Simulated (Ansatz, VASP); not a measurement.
# One calculation of Ga4O, two programs

```
Ga O
1.0
     6.21177    0.00000    0.00000
    -3.10588    5.37955    0.00000
     0.00000    0.00000    2.67356
Ga O
4 1
Direct
  0.16480 0.83520 0.50000
  0.16480 0.32959 0.50000
  0.67041 0.83520 0.50000
  0.66667 0.33333 0.50000
  0.33333 0.66667 0.00000
```

Alike in both runs: task single point; functional PBE; k mesh 3 × 3 × 6; occupations gaussian, width 0.1 eV; collinear spin.

|  | VASP | Ansatz |
| --- | --- | --- |
| version | VASP 6.6.1 | Ansatz 0.2.0 |
| potentials or method | VASP PAW PBE potentials, release 64 (Ga_d, O), cutoff 520 eV | scalar-relativistic, plane waves, PAW |
| valence electrons in the cell | 58 | 58 |

|  | VASP | Ansatz | Ansatz less VASP |
| --- | --- | --- | --- |
| gap on the k mesh at the Fermi level (eV) | none | none | - |
| pressure (GPa) | 0.2 | 0.0 | -0.18 |
| traceless stress, the component that is largest in VASP (GPa) | 0.11 | 0.02 | -0.087 |
| rms of the force components (eV/Å) | 0.013 | 0.001 | -0.0119 |
| net moment per atom (μB) | 0.00 | 0.00 | 0.000 |

Atom by atom the forces differ by 0.015 eV/Å (rms over components). A gap of «none» marks a metal or a gap that the smearing closes. With one functional, cell and mesh, what is left measures potentials, basis and numerics. Ansatz's warnings: seeded moment not kept.

The k mesh is coarse, so the values compare programs but aren't converged.
